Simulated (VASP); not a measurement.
# Ru (P6_3/mmc) in VASP: notebook, part 2 of 3

VASP 6.6.1.

**3. Single point, SVWN5**

INCAR reads:

```
  ALGO = Normal
  EDIFF = 1E-6
  ENCUT = 520
  GGA = VW
  ISIF = 2
  ISMEAR = -1
  LASPH = T
  LCHARG = F
  LREAL = F
  LWAVE = F
  NBANDS = 21
  NELM = 60
  PREC = Accurate
  SIGMA = 0.05
```

KPOINTS reads:

```
k-points
0
Gamma
  11 11 6
```

POSCAR reads:

```
Ru
1.0
    2.7058000000      0.0000000000      0.0000000000
   -1.3529000000      2.3432915376      0.0000000000
    0.0000000000      0.0000000000      4.2819000000
Ru
2
Direct
    0.6666666667      0.3333333333      0.7500000000
    0.3333333333      0.6666666667      0.2500000000
```

Potentials or basis: VASP PAW PBE potentials, release 64 (Ru_pv).

Command:

```sh
cat potpaw_PBE.64/Ru_pv/POTCAR > POTCAR
mpirun -np 1 vasp_std > vasp.out
```

OUTCAR:

```text
EDIFF = 1E-6
   ENCUT = 520
   GGA = VW
   ISIF = 2
   ISMEAR = -1
   LASPH = T
   LREAL = F
   NELM = 60
   PREC = Accurate

 ion  position               nearest neighbor table
   1  0.667  0.333  0.750-   2 2.65   2 2.65   2 2.65   2 2.65   2 2.65   2 2.65
   2  0.333  0.667  0.250-   1 2.65   1 2.65   1 2.65   1 2.65   1 2.65   1 2.65

  LATTYP: Found a hexagonal cell.
 ALAT       =     2.7058000000
 C/A-ratio  =     1.5824894671

  Lattice vectors:

 A1 = (   2.7058000000,   0.0000000000,   0.0000000000)
 A2 = (  -1.3529000000,   2.3432915376,   0.0000000000)
 A3 = (   0.0000000000,   0.0000000000,   4.2819000000)

Analysis of symmetry for initial positions (statically):
=====================================================================
 Subroutine PRICEL returns:
 Original cell was already a primitive cell.

 Routine SETGRP: Setting up the symmetry group for a
 hexagonal supercell.

 Subroutine GETGRP returns: Found 24 space group operations
 (whereof 12 operations were pure point group operations)
 out of a pool of 24 trial point group operations.

The static configuration has the point symmetry D_3d.
 The point group associated with its full space group is D_6h.

Analysis of symmetry for dynamics (positions and initial velocities):
=====================================================================
 Subroutine PRICEL returns:
 Original cell was already a primitive cell.

 Routine SETGRP: Setting up the symmetry group for a
 hexagonal supercell.

 Subroutine GETGRP returns: Found 24 space group operations
 (whereof 12 operations were pure point group operations)
 out of a pool of 24 trial point group operations.

The dynamic configuration has the point symmetry D_3d.
 The point group associated with its full space group is D_6h.

 Subroutine INISYM returns: Found 24 space group operations
 (whereof 12 operations are pure point group operations),
 and found     1 'primitive' translations

----------------------------------------------------------------------------------------

                                     Primitive cell

  volume of cell :      27.1493

  direct lattice vectors                    reciprocal lattice vectors
     2.705800000  0.000000000  0.000000000     0.369576465  0.213375072  0.000000000
    -1.352900000  2.343291538  0.000000000     0.000000000  0.426750144  0.000000000
     0.000000000  0.000000000  4.281900000     0.000000000  0.000000000  0.233541185

  length of vectors
     2.705800000  2.705800000  4.281900000     0.426750144  0.426750144  0.233541185

  position of ions in fractional coordinates (direct lattice)
     0.666666667  0.333333333  0.750000000
     0.333333333  0.666666667  0.250000000

  ion indices of the primitive-cell ions
   primitive index   ion index
                 1           1
                 2           2

----------------------------------------------------------------------------------------

 KPOINTS: k-points

Automatic generation of k-mesh.
 Grid dimensions read from file:
 generate k-points for:   11   11    6

 Generating k-lattice:

  Cartesian coordinates                     Fractional coordinates (reciprocal lattice)
     0.033597860  0.019397734  0.000000000     0.090909091  0.000000000  0.000000000
     0.000000000  0.038795468  0.000000000     0.000000000  0.090909091  0.000000000
     0.000000000  0.000000000  0.038923531     0.000000000  0.000000000  0.166666667

  Length of vectors
     0.038795468  0.038795468  0.038923531

  Shift w.r.t. Gamma in fractional coordinates (k-lattice)
     0.000000000  0.000000000  0.000000000

 Subroutine IBZKPT returns following result:
 ===========================================

 Found     64 irreducible k-points:

 Following reciprocal coordinates:
            Coordinates               Weight
  0.000000  0.000000  0.000000      1.000000
  0.090909  0.000000  0.000000      6.000000
  0.181818  0.000000  0.000000      6.000000
  0.272727  0.000000  0.000000      6.000000
  0.363636  0.000000  0.000000      6.000000
  0.454545  0.000000  0.000000      6.000000
[... 16 lines left out ...]
  0.090909  0.090909  0.166667     12.000000
  0.181818  0.090909  0.166667     24.000000
 [... further k-points ...]
   k-points           NKPTS =     64   k-points in BZ     NKDIM =     64   number of bands    NBANDS=     21
   number of dos      NEDOS =    301   number of ions     NIONS =      2
   total plane-waves  NPLWV =  12800
   dimension x,y,z NGX =    20 NGY =   20 NGZ =   32
   dimension x,y,z NGXF=    40 NGYF=   40 NGZF=   64
   ions per type =               2
   NGX,Y,Z   is equivalent  to a cutoff of  12.29, 12.29, 12.42 a.u.
   NGXF,Y,Z  is equivalent  to a cutoff of  24.58, 24.58, 24.85 a.u.
 SYSTEM =  unknown system
   PREC   = accura    normal or accurate (medium, high low for compatibility)
   ISTART =      0    job   : 0-new  1-cont  2-samecut
   ICHARG =      2    charge: 1-file 2-atom 10-const
   ISPIN  =      1    spin polarized calculation?
   LNONCOLLINEAR =      F non collinear calculations
   LSORBIT =      F    spin-orbit coupling
   LASPH  =      T    aspherical Exc in radial PAW
   ENCUT  =  520.0 eV  38.22 Ry    6.18 a.u.   5.03  5.03  7.96*2*pi/ulx,y,z
   NELM   =     60;   NELMIN=  2; NELMDL= -5     # of ELM steps
   EDIFF  = 0.1E-05   stopping-criterion for ELM
   LREAL  =      F    real-space projection
   EDIFFG = 0.1E-04   stopping-criterion for IOM
   NSW    =      0    number of steps for IOM
   IBRION =     -1    ionic relax: 0-MD 1-quasi-New 2-CG
   NFREE  =      0    steps in history (QN), initial steepest desc. (CG)
   ISIF   =      2    stress and relaxation
   ISYM   =      2    0-nonsym 1-usesym 2-fastsym
   POTIM  = 0.5000    time-step for ionic-motion
   TEBEG  =    0.0;   TEEND  =   0.0 temperature during run
   PSTRESS=    0.0 pullay stress
   NELECT =      28.0000    total number of electrons
   NUPDOWN=      -1.0000    fix difference up-down
   EMIN   =  10.00;   EMAX   =-10.00  energy-range for DOS
   EFERMI =   0.00;   METHOD = LEGACY
   ISMEAR =    -1;   SIGMA  =   0.05  broadening in eV -4-tet -1-fermi 0-gaus
   EFERMI_NEDOS =   21; number of points for ismear=-14 and -15
   IALGO  =     38    algorithm
   IMIX   =      4    mixing-type and parameters
     AMIX     =   0.40;   BMIX     =  1.00
     AMIX_MAG =   1.60;   BMIX_MAG =  1.00
  volume/ion in A,a.u.               =      13.57        91.61
  Fermi-wavevector in a.u.,A,eV,Ry     =   1.654022  3.125649 37.222674  2.735789
  Thomas-Fermi vector in A             =   2.742361
   LORBIT       =      0    0 simple, 1 ext, 2 COOP (PROOUT), +10 PAW based schemes
   GGA     = VW    functional components
   LHFCALC =     F    Hartree Fock is set to
   AEXX    =    0.0000 exact exchange contribution
   IVDW    =     0    specifies the selected vdW correction
   LEPSILON=     F    determine dielectric tensor
   LRPA    =     F    only Hartree local field effects (RPA)
 non-spin polarized calculation
  energy-cutoff  :      520.00
  volume of cell :       27.15
 maximum number of plane-waves:       744
 NGX is ok and might be reduce to    20
   NGX =  9   NGY =  9   NGZ = 15

 number of electron      28.0000008 magnetization

 Free energy of the ion-electron system (eV)
  ---------------------------------------------------
  ext. energy  EPLUGINS =         0.00000000
  ---------------------------------------------------
  free energy    TOTEN  =       -21.35528906 eV

  energy without entropy =      -21.33843492  energy(sigma->0) =      -21.34686199

 E-fermi :  12.4657     XC(G=0): -14.3858

 val. band max:       12.4497260673   @ k =   0.2727   0.0000   0.0000
 cond. band min:      12.4678498529   @ k =   0.3636   0.0000   0.3333
 fundamental gap:      0.0181237856
 Fermi energy:        12.4656911128

 k-point     1 :       0.0000    0.0000    0.0000
  band No.  band energies     occupation
      1     -31.0333      2.00000
      2     -30.0913      2.00000
      3     -30.0913      2.00000
      4     -29.9198      2.00000
      5     -29.9198      2.00000
      6     -29.8804      2.00000
[... 13 lines left out ...]
     20      22.7235      0.00000
     21      22.9464      0.00000

 k-point     2 :       0.0909    0.0000    0.0000
  band No.  band energies     occupation
      1     -31.0050      2.00000
      2     -30.1512      2.00000
      3     -30.1115      2.00000
      4     -29.9822      2.00000
      5     -29.9281      2.00000
      6     -29.8936      2.00000
[... 520 lines left out ...]
 k-point    24 :       0.1818    0.0909    0.1667
  band No.  band energies     occupation
      1     -30.8238      2.00000
      2     -30.3894      2.00000
      3     -30.3408      2.00000
      4     -30.1843      2.00000
      5     -30.0129      2.00000
      6     -29.9808      2.00000
[... 13 lines left out ...]
     20      22.7223      0.00000
     21      24.2214      0.00000

 [... further k-points ...]
[... 5 lines left out ...]
  --------------------------------------------------------------------------------------
  -------------------------------------------------------------------------------------
  Total       -2.0841410     -2.0841410     -2.2299140      0.0000000     -0.0000000      0.0000000
  in kB     -122.9926469   -122.9926469   -131.5952325      0.0000000     -0.0000000      0.0000000
  external PRESSURE =    -125.8601754 kB  Pullay stress =       0.0000000 kB

 VOLUME and BASIS-vectors are now :
 -----------------------------------------------------------------------------
  energy-cutoff  :      520.00
  volume of cell :       27.15
      direct lattice vectors                 reciprocal lattice vectors
     2.705800000  0.000000000  0.000000000     0.369576465  0.213375072  0.000000000
    -1.352900000  2.343291538  0.000000000     0.000000000  0.426750144  0.000000000
     0.000000000  0.000000000  4.281900000     0.000000000  0.000000000  0.233541185

 POSITION                                       TOTAL-FORCE (eV/Angst)
 -----------------------------------------------------------------------------------
      1.35290      0.78110      3.21143        -0.000000      0.000000      0.000000
     -0.00000      1.56219      1.07048         0.000000      0.000000      0.000000
 -----------------------------------------------------------------------------------
    total drift:                               -0.000000      0.000000     -0.000000

  FREE ENERGIE OF THE ION-ELECTRON SYSTEM (eV)
  ---------------------------------------------------
  free  energy   TOTEN  =       -21.3552890599 eV

  energy  without entropy=      -21.3384349188  energy(sigma->0) =      -21.34686199
```

It took 51 s on 1 thread of AMD EPYC 7R13, shared host; peak memory 0.11 GiB.

What came out:

| Property | Result |
| --- | --- |
| Free energy | -21.3553 eV |
| Pressure | -12.6 GPa |
| Band gap on the k mesh | zero (band 14 reaches 14.04 eV, above the bottom of band 15 at 10.96 eV) |

Caveat: the PAW data sets were made with another functional, which shifts forces and pressure a little.

**4. Single point, LDA**

INCAR reads:

```
SYSTEM = Ru
PREC = Accurate
ENCUT = 520
EDIFF = 1E-6
ISMEAR = -1
SIGMA = 0.05
LREAL = .False.
LASPH = .True.
NELM = 60
ALGO = Fast
ISIF = 2
LWAVE = .False.
LCHARG = .False.
GGA = CA
NBANDS = 21
```

KPOINTS reads:

```
Automatic mesh
0
Gamma
  11 11 6
  0 0 0
```

POSCAR is that of step 3.

Potentials or basis: VASP PAW LDA potentials, release 64 (Ru_pv).

Command:

```sh
cat potpaw_LDA.64/Ru_pv/POTCAR > POTCAR
mpirun -np 1 vasp_std > vasp.out
```

OUTCAR:

```text
SYSTEM = Ru
   PREC = Accurate
   ENCUT = 520
   EDIFF = 1E-6
   ISMEAR = -1
   LREAL = .False.
   LASPH = .True.
   NELM = 60
   ISIF = 2
   GGA = CA

 ion  position               nearest neighbor table
   1  0.667  0.333  0.750-   2 2.65   2 2.65   2 2.65   2 2.65   2 2.65   2 2.65
   2  0.333  0.667  0.250-   1 2.65   1 2.65   1 2.65   1 2.65   1 2.65   1 2.65

  LATTYP: Found a hexagonal cell.
 ALAT       =     2.7058000000
 C/A-ratio  =     1.5824894671

  Lattice vectors:

 A1 = (   2.7058000000,   0.0000000000,   0.0000000000)
 A2 = (  -1.3529000000,   2.3432915376,   0.0000000000)
 A3 = (   0.0000000000,   0.0000000000,   4.2819000000)

Analysis of symmetry for initial positions (statically):
=====================================================================
 Subroutine PRICEL returns:
 Original cell was already a primitive cell.

 Routine SETGRP: Setting up the symmetry group for a
 hexagonal supercell.

 Subroutine GETGRP returns: Found 24 space group operations
 (whereof 12 operations were pure point group operations)
[... 156 lines left out ...]

 number of electron      28.0000008 magnetization

 Free energy of the ion-electron system (eV)
  ---------------------------------------------------
  ext. energy  EPLUGINS =         0.00000000
  ---------------------------------------------------
  free energy    TOTEN  =       -21.35392449 eV

  energy without entropy =      -21.33711232  energy(sigma->0) =      -21.34551841

 E-fermi :  12.6260     XC(G=0): -14.3824

 val. band max:       12.6082615847   @ k =   0.2727   0.0000   0.0000
 cond. band min:      12.6419909155   @ k =   0.2727   0.1818   0.0000
 fundamental gap:      0.0337293308
 Fermi energy:        12.6259518690

 k-point     1 :       0.0000    0.0000    0.0000
  band No.  band energies     occupation
      1     -30.7658      2.00000
      2     -29.8151      2.00000
      3     -29.8151      2.00000
      4     -29.6421      2.00000
      5     -29.6421      2.00000
      6     -29.6019      2.00000
[... 565 lines left out ...]
     20      22.6714      0.00000
     21      24.3831      0.00000

 [... further k-points ...]
[... 5 lines left out ...]
  --------------------------------------------------------------------------------------
  -------------------------------------------------------------------------------------
  Total       -1.9097061     -1.9097061     -2.0369422      0.0000000      0.0000000     -0.0000000
  in kB     -112.6986164   -112.6986164   -120.2072750      0.0000000      0.0000000     -0.0000000
  external PRESSURE =    -115.2015026 kB  Pullay stress =       0.0000000 kB

 VOLUME and BASIS-vectors are now :
 -----------------------------------------------------------------------------
  energy-cutoff  :      520.00
  volume of cell :       27.15
      direct lattice vectors                 reciprocal lattice vectors
     2.705800000  0.000000000  0.000000000     0.369576465  0.213375072  0.000000000
    -1.352900000  2.343291538  0.000000000     0.000000000  0.426750144  0.000000000
     0.000000000  0.000000000  4.281900000     0.000000000  0.000000000  0.233541185

 POSITION                                       TOTAL-FORCE (eV/Angst)
 -----------------------------------------------------------------------------------
      1.35290      0.78110      3.21143         0.000000     -0.000000      0.000000
     -0.00000      1.56219      1.07048        -0.000000      0.000000      0.000000
 -----------------------------------------------------------------------------------
    total drift:                               -0.000000      0.000000     -0.000000

  FREE ENERGIE OF THE ION-ELECTRON SYSTEM (eV)
  ---------------------------------------------------
  free  energy   TOTEN  =       -21.3539244922 eV

  energy  without entropy=      -21.3371123249  energy(sigma->0) =      -21.34551841
```

Run time: 57 s. Hardware: 1 thread of AMD EPYC 7R13, shared host; peak memory 0.11 GiB.

Results:

| Item | Value |
| --- | --- |
| Free energy | -21.3539 eV |
| Pressure | -11.5 GPa |
| Band gap on the k mesh | zero (band 14 reaches 14.20 eV, above the bottom of band 15 at 11.12 eV) |

Stress tensor (GPa, compression positive):
```
-11.27   0.00   0.00
  0.00 -11.27   0.00
  0.00   0.00 -12.02
```

Levels at points of the mesh, in eV from the Fermi level:
| k point | band 12 | band 13 | band 14 | band 15 | band 16 | band 17 |
| --- | --- | --- | --- | --- | --- | --- |
| (0.00, 0.00, 0.00) | -1.86 | -1.86 | -1.33 | -1.33 | 1.27 | 1.27 |
| (0.00, 0.00, 0.50) | -2.71 | -2.66 | -2.66 | 0.62 | 0.62 | 0.62 |

(Continued in part 3 of 3.)
